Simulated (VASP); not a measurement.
# SiGe3 (P4/mmm) in VASP: notebook

Runs on SiGe3. Level: PBE. Tasks: single point, relaxation of cell and atoms.

Program: VASP 6.6.1. These are calculated values, not measurements. Logs are shortened: lines on timing, memory, paths and dates and some standing lists are left out, and cuts for length are marked.

### 1 The cell of the first run

Symmetry: P4/mmm, No. 123, tetragonal system. Conventional cell: a = 2.956 Å, b = 2.956 Å, c = 8.361 Å, α = 90.00°, β = 90.00°, γ = 90.00°. Within 3.9 Å of Si (site symmetry 4/mmm) lie 4 Si at 2.96 Å and 8 Ge at 2.96 Å. Within 3.9 Å of Ge (site symmetry 4mm) lie 8 Ge at 2.96 Å and 4 Si at 2.96 Å. Ge (site symmetry 4/mmm) has 12 Ge at 2.96 Å within 3.9 Å.

### 2 Single point, PBE

The input, INCAR:

```
SYSTEM = SiGe3
PREC = Accurate ; ENCUT = 520
EDIFF = 1E-7 ; ISMEAR = 0
SIGMA = 0.1 ; LREAL = .FALSE.
LASPH = .TRUE. ; NELM = 100
ALGO = Normal ; ISIF = 2
LWAVE = .FALSE. ; LCHARG = .FALSE.
GGA = PE ; NBANDS = 31
```

The input, KPOINTS:

```
Automatic mesh
0
G
  6 6 2
  0 0 0
```

The input, POSCAR:

```
SiGe3
1.0
    2.9559021900      0.0000000000      0.0000000000
    0.0000000000      2.9559021900      0.0000000000
    0.0000000000      0.0000000000      8.3605539500
Si Ge
1 3
Direct
    0.5000000000      0.5000000000      0.0000000000
    0.0000000000      0.0000000000      0.7500000000
    0.5000000000      0.5000000000      0.5000000000
    0.0000000000      0.0000000000      0.2500000000
```

Potentials or basis: VASP PAW PBE potentials, release 64 (Si, Ge_d).

On the command line:

```
cat potpaw_PBE.64/Si/POTCAR potpaw_PBE.64/Ge_d/POTCAR > POTCAR
mpirun -np 1 vasp_std > vasp.out
```

OUTCAR:

```text
SYSTEM = SiGe3
   PREC = Accurate
   ENCUT = 520
   EDIFF = 1E-7
   ISMEAR = 0
   LREAL = .FALSE.
   LASPH = .TRUE.
   NELM = 100
   ISIF = 2
   GGA = PE

 ion  position               nearest neighbor table
   1  0.500  0.500  0.000-   2 2.96   4 2.96   2 2.96   4 2.96   2 2.96   4 2.96   2 2.96   4 2.96

   2  0.000  0.000  0.750-   1 2.96   1 2.96   1 2.96   1 2.96
   3  0.500  0.500  0.500-
   4  0.000  0.000  0.250-   1 2.96   1 2.96   1 2.96   1 2.96

  LATTYP: Found a simple tetragonal cell.
 ALAT       =     2.9559021900
 C/A-ratio  =     2.8284271307

  Lattice vectors:

 A1 = (   2.9559021900,   0.0000000000,   0.0000000000)
 A2 = (   0.0000000000,   2.9559021900,   0.0000000000)
 A3 = (   0.0000000000,   0.0000000000,   8.3605539500)

Analysis of symmetry for initial positions (statically):
=====================================================================
 Subroutine PRICEL returns:
 Original cell was already a primitive cell.

 Routine SETGRP: Setting up the symmetry group for a
 simple tetragonal supercell.

 Subroutine GETGRP returns: Found 16 space group operations
 (whereof 16 operations were pure point group operations)
 out of a pool of 16 trial point group operations.

The static configuration has the point symmetry D_4h.

Analysis of symmetry for dynamics (positions and initial velocities):
=====================================================================
 Subroutine PRICEL returns:
 Original cell was already a primitive cell.

 Routine SETGRP: Setting up the symmetry group for a
 simple tetragonal supercell.

 Subroutine GETGRP returns: Found 16 space group operations
 (whereof 16 operations were pure point group operations)
 out of a pool of 16 trial point group operations.

The dynamic configuration has the point symmetry D_4h.

 Subroutine INISYM returns: Found 16 space group operations
 (whereof 16 operations are pure point group operations),
 and found     1 'primitive' translations

----------------------------------------------------------------------------------------

                                     Primitive cell

  volume of cell :      73.0492

  direct lattice vectors                    reciprocal lattice vectors
     2.955902190  0.000000000  0.000000000     0.338306187  0.000000000  0.000000000
     0.000000000  2.955902190  0.000000000     0.000000000  0.338306187  0.000000000
     0.000000000  0.000000000  8.360553950     0.000000000  0.000000000  0.119609299

  length of vectors
     2.955902190  2.955902190  8.360553950     0.338306187  0.338306187  0.119609299

  position of ions in fractional coordinates (direct lattice)
     0.500000000  0.500000000  0.000000000
     0.000000000  0.000000000  0.750000000
     0.500000000  0.500000000  0.500000000
     0.000000000  0.000000000  0.250000000

  ion indices of the primitive-cell ions
   primitive index   ion index
                 1           1
                 2           2
                 3           3
                 4           4

----------------------------------------------------------------------------------------

 KPOINTS: Automatic mesh

Automatic generation of k-mesh.
 Grid dimensions read from file:
 generate k-points for:    6    6    2

 Generating k-lattice:

  Cartesian coordinates                     Fractional coordinates (reciprocal lattice)
     0.056384365  0.000000000  0.000000000     0.166666667  0.000000000  0.000000000
     0.000000000  0.056384365  0.000000000     0.000000000  0.166666667  0.000000000
     0.000000000  0.000000000  0.059804650     0.000000000  0.000000000  0.500000000

  Length of vectors
     0.056384365  0.056384365  0.059804650

  Shift w.r.t. Gamma in fractional coordinates (k-lattice)
     0.000000000  0.000000000  0.000000000

 Subroutine IBZKPT returns following result:
 ===========================================

 Found     20 irreducible k-points:

 Following reciprocal coordinates:
            Coordinates               Weight
  0.000000  0.000000  0.000000      1.000000
  0.166667  0.000000  0.000000      4.000000
  0.333333  0.000000  0.000000      4.000000
  0.500000  0.000000  0.000000      2.000000
  0.166667  0.166667  0.000000      4.000000
  0.333333  0.166667  0.000000      8.000000
[... 12 lines left out ...]
  0.500000  0.333333  0.500000      4.000000
  0.500000  0.500000  0.500000      1.000000
   k-points           NKPTS =     20   k-points in BZ     NKDIM =     20   number of bands    NBANDS=     31
   number of dos      NEDOS =    301   number of ions     NIONS =      4
   total plane-waves  NPLWV =  36864
   dimension x,y,z NGX =    24 NGY =   24 NGZ =   64
   dimension x,y,z NGXF=    48 NGYF=   48 NGZF=  128
   ions per type =               1   3
   NGX,Y,Z   is equivalent  to a cutoff of  13.50, 13.50, 12.73 a.u.
   NGXF,Y,Z  is equivalent  to a cutoff of  27.00, 27.00, 25.45 a.u.
 SYSTEM =  SiGe3
   PREC   = accura    normal or accurate (medium, high low for compatibility)
   ISTART =      0    job   : 0-new  1-cont  2-samecut
   ICHARG =      2    charge: 1-file 2-atom 10-const
   ISPIN  =      1    spin polarized calculation?
   LNONCOLLINEAR =      F non collinear calculations
   LSORBIT =      F    spin-orbit coupling
   LASPH  =      T    aspherical Exc in radial PAW
   ENCUT  =  520.0 eV  38.22 Ry    6.18 a.u.   5.50  5.50 15.55*2*pi/ulx,y,z
   NELM   =    100;   NELMIN=  2; NELMDL= -5     # of ELM steps
   EDIFF  = 0.1E-06   stopping-criterion for ELM
   LREAL  =      F    real-space projection
   EDIFFG = 0.1E-05   stopping-criterion for IOM
   NSW    =      0    number of steps for IOM
   IBRION =     -1    ionic relax: 0-MD 1-quasi-New 2-CG
   NFREE  =      0    steps in history (QN), initial steepest desc. (CG)
   ISIF   =      2    stress and relaxation
   ISYM   =      2    0-nonsym 1-usesym 2-fastsym
   POTIM  = 0.5000    time-step for ionic-motion
   TEBEG  =    0.0;   TEEND  =   0.0 temperature during run
   PSTRESS=    0.0 pullay stress
   NELECT =      46.0000    total number of electrons
   NUPDOWN=      -1.0000    fix difference up-down
   EMIN   =  10.00;   EMAX   =-10.00  energy-range for DOS
   EFERMI =   0.00;   METHOD = LEGACY
   ISMEAR =     0;   SIGMA  =   0.10  broadening in eV -4-tet -1-fermi 0-gaus
   EFERMI_NEDOS =   21; number of points for ismear=-14 and -15
   IALGO  =     38    algorithm
   IMIX   =      4    mixing-type and parameters
     AMIX     =   0.40;   BMIX     =  1.00
     AMIX_MAG =   1.60;   BMIX_MAG =  1.00
  volume/ion in A,a.u.               =      18.26       123.24
  Fermi-wavevector in a.u.,A,eV,Ry     =   1.403209  2.651681 26.789813  1.968996
  Thomas-Fermi vector in A             =   2.525894
   LORBIT       =      0    0 simple, 1 ext, 2 COOP (PROOUT), +10 PAW based schemes
   GGA     = PE    functional components
   LHFCALC =     F    Hartree Fock is set to
   AEXX    =    0.0000 exact exchange contribution
   IVDW    =     0    specifies the selected vdW correction
   LEPSILON=     F    determine dielectric tensor
   LRPA    =     F    only Hartree local field effects (RPA)
 non-spin polarized calculation
 Gauss-broadening in eV      SIGMA  =   0.10
  energy-cutoff  :      520.00
  volume of cell :       73.05
 maximum number of plane-waves:      2007
 NGX is ok and might be reduce to    24
   NGX = 11   NGY = 11   NGZ = 31

 number of electron      46.0000055 magnetization

 Free energy of the ion-electron system (eV)
  ---------------------------------------------------
  ext. energy  EPLUGINS =         0.00000000
  ---------------------------------------------------
  free energy    TOTEN  =       -16.99742877 eV

  energy without entropy =      -16.98792757  energy(sigma->0) =      -16.99267817

 E-fermi :   7.1680     XC(G=0): -11.1647

 val. band max:        7.1613107958   @ k =   0.5000   0.0000   0.0000
 cond. band min:       7.1816405718   @ k =   0.1667   0.1667   0.5000
 fundamental gap:      0.0203297759
 Fermi energy:         7.1679926791

 k-point     1 :       0.0000    0.0000    0.0000
  band No.  band energies     occupation
      1     -17.6271      2.00000
      2     -17.5824      2.00000
      3     -17.5717      2.00000
      4     -17.5623      2.00000
      5     -17.5505      2.00000
      6     -17.5505      2.00000
[... 23 lines left out ...]
     30      13.4852      0.00000
     31      15.1218      0.00000

 k-point     2 :       0.1667    0.0000    0.0000
  band No.  band energies     occupation
      1     -17.6103      2.00000
      2     -17.5705      2.00000
      3     -17.5639      2.00000
      4     -17.5503      2.00000
      5     -17.5487      2.00000
      6     -17.5478      2.00000
[... 23 lines left out ...]
     30      13.9024      0.00000
     31      13.9905      0.00000

 k-point     3 :       0.3333    0.0000    0.0000
  band No.  band energies     occupation
      1     -17.5900      2.00000
      2     -17.5698      2.00000
      3     -17.5450      2.00000
      4     -17.5449      2.00000
      5     -17.5446      2.00000
      6     -17.5403      2.00000
[... 23 lines left out ...]
     30      13.5528      0.00000
     31      15.0470      0.00000

 k-point     4 :       0.5000    0.0000    0.0000
  band No.  band energies     occupation
      1     -17.5827      2.00000
      2     -17.5729      2.00000
      3     -17.5537      2.00000
      4     -17.5450      2.00000
      5     -17.5432      2.00000
      6     -17.5386      2.00000
[... 499 lines left out ...]
     30      10.8304      0.00000
     31      10.8565      0.00000

 k-point    19 :       0.5000    0.3333    0.5000
  band No.  band energies     occupation
      1     -17.5963      2.00000
      2     -17.5940      2.00000
      3     -17.5835      2.00000
      4     -17.5562      2.00000
      5     -17.5219      2.00000
      6     -17.5190      2.00000
[... 23 lines left out ...]
     30      10.4391      0.00000
     31      10.5480      0.00000

 k-point    20 :       0.5000    0.5000    0.5000
  band No.  band energies     occupation
      1     -17.6048      2.00000
      2     -17.6048      2.00000
      3     -17.5921      2.00000
      4     -17.5632      2.00000
      5     -17.5331      2.00000
      6     -17.5138      2.00000
[... 23 lines left out ...]
     30       8.0961      0.00000
     31       8.1126      0.00000

------------------------ aborting loop because EDIFF is reached ----------------------------------------

  FORCE on cell =-STRESS in cart. coord.  units (eV):
  Direction    XX          YY          ZZ          XY          YZ          ZX
  --------------------------------------------------------------------------------------
  -------------------------------------------------------------------------------------
  Total        0.3547638      0.3547638      1.0111937      0.0000000      0.0000000      0.0000000
  in kB        7.7809868      7.7809868     22.1783777      0.0000000      0.0000000      0.0000000
  external PRESSURE =      12.5801171 kB  Pullay stress =       0.0000000 kB

 VOLUME and BASIS-vectors are now :
 -----------------------------------------------------------------------------
  energy-cutoff  :      520.00
  volume of cell :       73.05
      direct lattice vectors                 reciprocal lattice vectors
     2.955902190  0.000000000  0.000000000     0.338306187  0.000000000  0.000000000
     0.000000000  2.955902190  0.000000000     0.000000000  0.338306187  0.000000000
     0.000000000  0.000000000  8.360553950     0.000000000  0.000000000  0.119609299

 POSITION                                       TOTAL-FORCE (eV/Angst)
 -----------------------------------------------------------------------------------
      1.47795      1.47795      0.00000         0.000000      0.000000      0.000000
      0.00000      0.00000      6.27042        -0.000000      0.000000      0.527803
      1.47795      1.47795      4.18028         0.000000      0.000000      0.000000
      0.00000      0.00000      2.09014         0.000000      0.000000     -0.527803
 -----------------------------------------------------------------------------------
    total drift:                                0.000000      0.000000     -0.000000

  FREE ENERGIE OF THE ION-ELECTRON SYSTEM (eV)
  ---------------------------------------------------
  free  energy   TOTEN  =       -16.9974287657 eV

  energy  without entropy=      -16.9879275727  energy(sigma->0) =      -16.99267817
```

It took 50 s on 1 thread of Intel Xeon Platinum 8488C (Sapphire Rapids), shared host; peak memory 0.19 GiB.

Results:

- Free energy: -16.9974 eV
- Pressure: 1.3 GPa
- Largest force: 0.528 eV/Å
- Band gap on the k mesh: zero (bands 23 and 24 overlap by 6.15 eV)

Forces on the atoms (eV/Å):
```
Si   0.000  0.000  0.000
Ge   0.000  0.000  0.528
Ge   0.000  0.000  0.000
Ge   0.000  0.000 -0.528
```

Levels at points of the mesh, in eV from the Fermi level:
```
           k point  band 20  band 21  band 22  band 23  band 24  band 25  band 26  band 27
(0.00, 0.00, 0.00)    -4.36     2.72     2.72     4.00     4.33     4.76     4.76     4.82
(0.50, 0.00, 0.00)    -5.67    -5.64    -0.58    -0.42    -0.12    -0.01     6.35     6.54
(0.50, 0.50, 0.00)    -4.36    -3.94    -2.23    -2.23    -2.15    -2.15    -0.54    -0.38
(0.00, 0.00, 0.50)    -0.46    -0.26     3.24     3.24     3.25     3.25     6.02     6.70
(0.50, 0.00, 0.50)    -3.92    -3.80    -3.77    -3.64     3.86     3.92     4.07     4.12
(0.50, 0.50, 0.50)    -3.87    -3.87    -3.74    -3.74     0.31     0.31     0.44     0.44
```

Caveat: the k points lie up to 0.38 Å⁻¹ apart, too coarse for converged energies and pressures of a metal.

### 3 Single point, PBE

This run uses another cell than the first one, of 18.69 Å³/atom.

The input, INCAR:

```
ALGO = Normal
EDIFF = 1E-6
ENCUT = 520
GGA = PE
ISIF = 2
ISMEAR = 0
LASPH = True
LCHARG = False
LREAL = False
LWAVE = False
NBANDS = 31
NELM = 100
PREC = Accurate
SIGMA = 0.1
```

The input, KPOINTS:

```
k-points
0
Gamma
  6 6 2
```

The input, POSCAR:

```
SiGe3
1.0
    2.9537301049      0.0000000000      0.0000000000
    0.0000000000      2.9537301049      0.0000000000
    0.0000000000      0.0000000000      8.5704150742
Si Ge
1 3
Direct
    0.5000000000      0.5000000000      0.0000000000
    0.0000000000      0.0000000000      0.7790030537
    0.5000000000      0.5000000000      0.5000000000
    0.0000000000      0.0000000000      0.2209969463
```

Potentials or basis: VASP PAW PBE potentials, release 64 (Si, Ge_d).

On the command line:

```
cat potpaw_PBE.64/Si/POTCAR potpaw_PBE.64/Ge_d/POTCAR > POTCAR
mpirun -np 1 vasp_std > vasp.out
```

OUTCAR:

```text
EDIFF = 1E-6
   ENCUT = 520
   GGA = PE
   ISIF = 2
   ISMEAR = 0
   LASPH = True
   LREAL = False
   NELM = 100
   PREC = Accurate

 ion  position               nearest neighbor table
   1  0.500  0.500  0.000-   2 2.82   4 2.82   2 2.82   4 2.82   2 2.82   4 2.82   2 2.82   4 2.82

   2  0.000  0.000  0.779-   1 2.82   1 2.82   1 2.82   1 2.82
   3  0.500  0.500  0.500-
[... 874 lines left out ...]

  FORCE on cell =-STRESS in cart. coord.  units (eV):
  Direction    XX          YY          ZZ          XY          YZ          ZX
  --------------------------------------------------------------------------------------
  -------------------------------------------------------------------------------------
  Total       -0.1575211     -0.1575211     -0.0045932      0.0000000      0.0000000      0.0000000
  in kB       -3.3752493     -3.3752493     -0.0984206      0.0000000      0.0000000      0.0000000
  external PRESSURE =      -2.2829731 kB  Pullay stress =       0.0000000 kB

 VOLUME and BASIS-vectors are now :
 -----------------------------------------------------------------------------
  energy-cutoff  :      520.00
  volume of cell :       74.77
      direct lattice vectors                 reciprocal lattice vectors
     2.953730105  0.000000000  0.000000000     0.338554968  0.000000000  0.000000000
     0.000000000  2.953730105  0.000000000     0.000000000  0.338554968  0.000000000
     0.000000000  0.000000000  8.570415074     0.000000000  0.000000000  0.116680463

 POSITION                                       TOTAL-FORCE (eV/Angst)
 -----------------------------------------------------------------------------------
      1.47687      1.47687      0.00000         0.000000      0.000000      0.000000
      0.00000      0.00000      6.67638         0.000000     -0.000000     -0.000976
      1.47687      1.47687      4.28521         0.000000      0.000000      0.000000
      0.00000      0.00000      1.89404        -0.000000     -0.000000      0.000976
 -----------------------------------------------------------------------------------
    total drift:                                0.000000      0.000000     -0.000000

  FREE ENERGIE OF THE ION-ELECTRON SYSTEM (eV)
  ---------------------------------------------------
  free  energy   TOTEN  =       -17.1555513591 eV

  energy  without entropy=      -17.1412651531  energy(sigma->0) =      -17.14840826
```

stdout:

```text
POSCAR found type information on POSCAR SiGe
 POSCAR found :  2 types and       4 ions
 scaLAPACK will be used
 LDA part: xc-table for (Slater+PW92), standard interpolation
 POSCAR, INCAR and KPOINTS ok, starting setup
 FFT: planning ... GRIDC
 FFT: planning ... GRID_SOFT
 FFT: planning ... GRID
 WAVECAR not read
 entering main loop
```

It took 36 s on 1 thread of Intel Xeon Platinum 8488C (Sapphire Rapids), shared host; peak memory 0.19 GiB.

Results:

* Free energy: -17.1556 eV
* Pressure: -0.2 GPa
* Band gap on the k mesh: zero (bands 23 and 24 overlap by 5.39 eV)

Caveat: the k points lie up to 0.37 Å⁻¹ apart, too coarse for converged energies and pressures of a metal.

(Part 1 of 2 ends here.)

The gap in the log of VASP goes by the Fermi energy; the results here count the filled bands.